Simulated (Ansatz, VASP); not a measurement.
## LiCl: VASP beside Ansatz

File INCAR:

```
SYSTEM = LiCl
PREC     = Accurate       ! precision mode
ENCUT    = 520            ! plane-wave cutoff, eV
EDIFF    = 1E-6           ! SCF threshold, eV
ISMEAR   = 0              ! smearing method
SIGMA    = 0.01           ! smearing width, eV
LREAL    = .FALSE.        ! projectors in reciprocal space
LASPH    = .TRUE.         ! aspherical terms in the spheres
NELM     = 100            ! most SCF steps
ALGO     = Normal         ! electronic algorithm
ISIF     = 2              ! what is computed and relaxed
LWAVE    = .FALSE.        ! write WAVECAR
LCHARG   = .TRUE.         ! write CHGCAR
GGA      = PE             ! functional
LELF     = .TRUE.         ! ELF
LVHAR    = .TRUE.       
NBANDS   = 12             ! bands
```

Contents of KPOINTS:

```
Automatic mesh
0
G
  8 8 8
  0 0 0
```

Contents of POSCAR:

```
LiCl
1.0
    0.0000000000      2.6000898710      2.6000898710
    2.6000898710      0.0000000000      2.6000898710
    2.6000898710      2.6000898710      0.0000000000
Li Cl
1 1
Direct
    0.0000000000      0.0000000000      0.0000000000
    0.5000000000      0.5000000000      0.5000000000
```

Input for Ansatz:

```yaml
crystal:
  lattice:
    - [0.0, 2.600089871, 2.600089871]
    - [2.600089871, 0.0, 2.600089871]
    - [2.600089871, 2.600089871, 0.0]
  atoms:
    - { symbol: Li, position: [0.0, 0.0, 0.0] }
    - { symbol: Cl, position: [0.5, 0.5, 0.5] }
kpoints:
  mp_grid: { grid: [8, 8, 8] }
hamiltonian:
  xc: pbe
scf:
  occupations: { method: fixed }
  n_extra_bands: 4
output:
  forces: true
  stress: true
  eigenvalues: true
```

Alike in both runs: task single point; functional PBE; k mesh 8 × 8 × 8; no spin polarisation.

|  | VASP | Ansatz |
| --- | --- | --- |
| version | VASP 6.6.1 | Ansatz 0.2.0 |
| potentials or method | VASP PAW PBE potentials, release 64 (Li_sv, Cl) | plane waves, PAW |
| plane-wave cutoff (eV) | 520 | 420 |
| occupations | gaussian, width 0.01 eV | fixed |
| valence electrons in the cell | 10 | 10 |

|  | VASP | Ansatz | Ansatz less VASP |
| --- | --- | --- | --- |
| gap on the k mesh at the Fermi level (eV) | 6.11 | 6.10 | -0.011 |

Noted on VASP's run: the cutoff is short for stress, so the pressure is rough.
